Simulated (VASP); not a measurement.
# La (C2/c) in VASP: notebook, part 2 of 3

VASP 6.6.1. The steps go on from the part before.

## (3) Single point, LDA (32.14 Å³/atom)

This run uses another cell than the first one, of 32.14 Å³/atom.

The input, INCAR:

```
SYSTEM = La
PREC = Accurate
ENCUT = 520
EDIFF = 1E-6
ISMEAR = -1
SIGMA = 0.1
LREAL = .FALSE.
LASPH = .TRUE.
NELM = 80
ALGO = Normal
ISIF = 2
LWAVE = .FALSE.
LCHARG = .FALSE.
NBANDS = 18
```

The input, KPOINTS:

```
Automatic mesh
0
G
  12 12 9
  0 0 0
```

The input, POSCAR:

```
La
1.0
   -2.9557608789      2.9543002523      1.8311123333
    2.9543002523     -2.9557608789      1.8311123333
    2.9705690784      2.9705690784     -1.8337874735
La
2
Direct
    0.0001551023      0.9998448977      0.0000000000
    0.7498448977      0.2501551023      0.5000000000
```

Potentials or basis: VASP PAW LDA potentials, release 64 (La).

Command:

```console
$ cat potpaw_LDA.64/La/POTCAR > POTCAR
$ mpirun -np 1 vasp_std > vasp.out
```

OUTCAR:

```text
SYSTEM = La
   PREC = Accurate
   ENCUT = 520
   EDIFF = 1E-6
   ISMEAR = -1
   LREAL = .FALSE.
   LASPH = .TRUE.
   NELM = 80
   ISIF = 2

 ion  position               nearest neighbor table
   1  0.000  1.000  0.000-   2 3.10   2 3.10   2 3.10   2 3.10
   2  0.750  0.250  0.500-   1 3.10   1 3.10   1 3.10   1 3.10

  Warning from LATTYP: Got some problem with cell dimensions!
  Tried to take original basis but could not verify dimensions!
  LATTYP: Found a base centered monoclinic cell.
 ALAT       =     3.6622252492
 B/A-ratio  =     2.2822431821
 C/A-ratio  =     1.2505459198
 COS(beta)  =    -0.3987239982

  Lattice vectors:

 A1 = (   2.9557608789,  -2.9543002523,  -1.8311123333)
 A2 = (  -2.9543002523,   2.9557608789,  -1.8311123333)
 A3 = (   2.9691084518,   2.9691084518,   1.8284371931)

Analysis of symmetry for initial positions (statically):
=====================================================================
 Subroutine PRICEL returns:
 Original cell was already a primitive cell.

 Routine SETGRP: Setting up the symmetry group for a
 base centered monoclinic supercell.

 Subroutine GETGRP returns: Found  4 space group operations
 (whereof  2 operations were pure point group operations)
 out of a pool of  4 trial point group operations.

The static configuration has the point symmetry C_2 .
 The point group associated with its full space group is C_2h.

Analysis of symmetry for dynamics (positions and initial velocities):
=====================================================================
 Subroutine PRICEL returns:
 Original cell was already a primitive cell.

 Routine SETGRP: Setting up the symmetry group for a
 base centered monoclinic supercell.

 Subroutine GETGRP returns: Found  4 space group operations
 (whereof  2 operations were pure point group operations)
 out of a pool of  4 trial point group operations.

The dynamic configuration has the point symmetry C_2 .
 The point group associated with its full space group is C_2h.

 Subroutine INISYM returns: Found  4 space group operations
 (whereof  2 operations are pure point group operations),
 and found     1 'primitive' translations

----------------------------------------------------------------------------------------

                                     Primitive cell

  volume of cell :      64.2791

  direct lattice vectors                    reciprocal lattice vectors
    -2.955760879  2.954300252  1.831112333    -0.000298828  0.168904159  0.273125316
     2.954300252 -2.955760879  1.831112333     0.168904159 -0.000298828  0.273125316
     2.970569078  2.970569078 -1.833787473     0.168359369  0.168359369  0.000134296

  length of vectors
     4.562607230  4.562607230  4.583812583     0.321132593  0.321132593  0.238096140

  position of ions in fractional coordinates (direct lattice)
     0.000155102  0.999844898  0.000000000
     0.749844898  0.250155102  0.500000000

  ion indices of the primitive-cell ions
   primitive index   ion index
                 1           1
                 2           2

----------------------------------------------------------------------------------------

 KPOINTS: Automatic mesh

Automatic generation of k-mesh.
 Grid dimensions read from file:
 generate k-points for:   12   12    9

 Generating k-lattice:

  Cartesian coordinates                     Fractional coordinates (reciprocal lattice)
    -0.000024902  0.014075347  0.022760443     0.083333333  0.000000000  0.000000000
     0.014075347 -0.000024902  0.022760443     0.000000000  0.083333333  0.000000000
     0.018706597  0.018706597  0.000014922     0.000000000  0.000000000  0.111111111

  Length of vectors
     0.026761049  0.026761049  0.026455127

  Shift w.r.t. Gamma in fractional coordinates (k-lattice)
     0.000000000  0.000000000  0.000000000

 Subroutine IBZKPT returns following result:
 ===========================================

 Found    355 irreducible k-points:

 Following reciprocal coordinates:
            Coordinates               Weight
  0.000000  0.000000  0.000000      1.000000
  0.083333 -0.000000  0.000000      4.000000
  0.166667 -0.000000  0.000000      4.000000
  0.250000 -0.000000  0.000000      4.000000
  0.333333 -0.000000  0.000000      4.000000
  0.416667  0.000000 -0.000000      4.000000
[... 16 lines left out ...]
  0.500000  0.166667  0.000000      4.000000
 -0.416667  0.166667 -0.000000      4.000000
 [... further k-points ...]
   k-points           NKPTS =    355   k-points in BZ     NKDIM =    355   number of bands    NBANDS=     18
   number of dos      NEDOS =    301   number of ions     NIONS =      2
   total plane-waves  NPLWV =  46656
   dimension x,y,z NGX =    36 NGY =   36 NGZ =   36
   dimension x,y,z NGXF=    72 NGYF=   72 NGZF=   72
   ions per type =               2
   NGX,Y,Z   is equivalent  to a cutoff of  13.12, 13.12, 13.06 a.u.
   NGXF,Y,Z  is equivalent  to a cutoff of  26.23, 26.23, 26.11 a.u.
 SYSTEM =  La
   PREC   = accura    normal or accurate (medium, high low for compatibility)
   ISTART =      0    job   : 0-new  1-cont  2-samecut
   ICHARG =      2    charge: 1-file 2-atom 10-const
   ISPIN  =      1    spin polarized calculation?
   LNONCOLLINEAR =      F non collinear calculations
   LSORBIT =      F    spin-orbit coupling
   LASPH  =      T    aspherical Exc in radial PAW
   ENCUT  =  520.0 eV  38.22 Ry    6.18 a.u.   8.48  8.48  8.52*2*pi/ulx,y,z
   NELM   =     80;   NELMIN=  2; NELMDL= -5     # of ELM steps
   EDIFF  = 0.1E-05   stopping-criterion for ELM
   LREAL  =      F    real-space projection
   EDIFFG = 0.1E-04   stopping-criterion for IOM
   NSW    =      0    number of steps for IOM
   IBRION =     -1    ionic relax: 0-MD 1-quasi-New 2-CG
   NFREE  =      0    steps in history (QN), initial steepest desc. (CG)
   ISIF   =      2    stress and relaxation
   ISYM   =      2    0-nonsym 1-usesym 2-fastsym
   POTIM  = 0.5000    time-step for ionic-motion
   TEBEG  =    0.0;   TEEND  =   0.0 temperature during run
   PSTRESS=    0.0 pullay stress
   NELECT =      22.0000    total number of electrons
   NUPDOWN=      -1.0000    fix difference up-down
   EMIN   =  10.00;   EMAX   =-10.00  energy-range for DOS
   EFERMI =   0.00;   METHOD = LEGACY
   ISMEAR =    -1;   SIGMA  =   0.10  broadening in eV -4-tet -1-fermi 0-gaus
   EFERMI_NEDOS =   21; number of points for ismear=-14 and -15
   IALGO  =     38    algorithm
   IMIX   =      4    mixing-type and parameters
     AMIX     =   0.40;   BMIX     =  1.00
     AMIX_MAG =   1.60;   BMIX_MAG =  1.00
  volume/ion in A,a.u.               =      32.14       216.89
  Fermi-wavevector in a.u.,A,eV,Ry     =   1.145142  2.164004 17.841988  1.311349
  Thomas-Fermi vector in A             =   2.281831
   LORBIT       =      0    0 simple, 1 ext, 2 COOP (PROOUT), +10 PAW based schemes
   GGA     = CA    functional components
   LHFCALC =     F    Hartree Fock is set to
   AEXX    =    0.0000 exact exchange contribution
   IVDW    =     0    specifies the selected vdW correction
   LEPSILON=     F    determine dielectric tensor
   LRPA    =     F    only Hartree local field effects (RPA)
 non-spin polarized calculation
  energy-cutoff  :      520.00
  volume of cell :       64.28
 maximum number of plane-waves:      1749
 NGX is ok and might be reduce to    36
   NGX = 17   NGY = 17   NGZ = 17

 number of electron      22.0000002 magnetization

 Free energy of the ion-electron system (eV)
  ---------------------------------------------------
  ext. energy  EPLUGINS =         0.00000000
  ---------------------------------------------------
  free energy    TOTEN  =       -10.79687975 eV

  energy without entropy =      -10.69633612  energy(sigma->0) =      -10.74660793

 E-fermi :   8.9535     XC(G=0): -10.3241

 val. band max:        8.9490426249   @ k =  -0.1667   0.0000   0.3333
 cond. band min:       8.9545437531   @ k =  -0.1667  -0.3333   0.1111
 fundamental gap:      0.0055011282
 Fermi energy:         8.9534669399

 k-point     1 :       0.0000    0.0000    0.0000
  band No.  band energies     occupation
      1     -23.9353      2.00000
      2     -22.9546      2.00000
      3      -8.5072      2.00000
      4      -8.4848      2.00000
      5      -6.7284      2.00000
      6      -6.6563      2.00000
[... 10 lines left out ...]
     17      10.1541      0.00001
     18      11.1701      0.00000
[... 466 lines left out ...]
      2     -23.1602      2.00000
      3      -8.4992      2.00000
      4      -7.8896      2.00000
      5      -7.6481      2.00000
      6      -6.8770      2.00000
[... 10 lines left out ...]
     17      10.8262      0.00000
     18      10.9518      0.00000

 [... further k-points ...]

------------------------ aborting loop because EDIFF is reached ----------------------------------------

  FORCE on cell =-STRESS in cart. coord.  units (eV):
  Direction    XX          YY          ZZ          XY          YZ          ZX
  --------------------------------------------------------------------------------------
  -------------------------------------------------------------------------------------
  Total       -0.5642621     -0.5642621     -0.5955506     -0.0128015      0.0046499      0.0046499
  in kB      -14.0644196    -14.0644196    -14.8442947     -0.3190807      0.1159005      0.1159011
  external PRESSURE =     -14.3243780 kB  Pullay stress =       0.0000000 kB

 VOLUME and BASIS-vectors are now :
 -----------------------------------------------------------------------------
  energy-cutoff  :      520.00
  volume of cell :       64.28
      direct lattice vectors                 reciprocal lattice vectors
    -2.955760879  2.954300252  1.831112333    -0.000298828  0.168904159  0.273125316
     2.954300252 -2.955760879  1.831112333     0.168904159 -0.000298828  0.273125316
     2.970569078  2.970569078 -1.833787473     0.168359369  0.168359369  0.000134296

 POSITION                                       TOTAL-FORCE (eV/Angst)
 -----------------------------------------------------------------------------------
      2.95338     -2.95484      1.83111         0.002581     -0.002581      0.000000
      0.00796      2.96115      0.91422        -0.002581      0.002581     -0.000000
 -----------------------------------------------------------------------------------
    total drift:                                0.000000      0.000000     -0.000000

  FREE ENERGIE OF THE ION-ELECTRON SYSTEM (eV)
  ---------------------------------------------------
  free  energy   TOTEN  =       -10.7968797515 eV

  energy  without entropy=      -10.6963361166  energy(sigma->0) =      -10.74660793
```

stdout:

```text
POSCAR found type information on POSCAR La
 POSCAR found :  1 types and       2 ions
 scaLAPACK will be used
 LDA part: xc-table for (Slater(with rela. corr.)+CA(PZ))
 , standard interpolation
 POSCAR, INCAR and KPOINTS ok, starting setup
 FFT: planning ... GRIDC
 FFT: planning ... GRID_SOFT
 FFT: planning ... GRID
 WAVECAR not read
 entering main loop
```

It took 3.9 min on 1 thread of AMD EPYC 9R45 (Zen 5), shared host; peak memory 0.47 GiB.

What came out:

| Quantity | Value |
| --- | --- |
| Free energy | -10.7969 eV |
| Pressure | -1.4 GPa |
| Largest force | 0.004 eV/Å |
| Band gap on the k mesh | zero (bands 11 and 12 overlap by 1.30 eV) |

Forces in eV/Å, atoms in the order of the input:
```
La   0.003 -0.003  0.000
La  -0.003  0.003  0.000
```

Levels at points of the mesh, in eV from the Fermi level:
| k point | band 8 | band 9 | band 10 | band 11 | band 12 | band 13 | band 14 | band 15 |
| --- | --- | --- | --- | --- | --- | --- | --- | --- |
| (0.00, 0.00, 0.00) | -15.03 | -2.76 | -2.71 | -0.51 | -0.19 | 0.70 | 1.15 | 1.15 |
| (0.50, 0.00, 0.00) | -14.98 | -1.72 | -1.44 | -0.30 | 0.44 | 1.05 | 1.38 | 1.61 |
| (0.50, 0.50, 0.00) | -15.33 | -1.23 | -1.22 | 0.18 | 0.19 | 1.14 | 1.14 | 1.75 |

Caveat: spin-orbit coupling is left out, which moves the levels of the heavy elements.

[end of part 2 of 3]
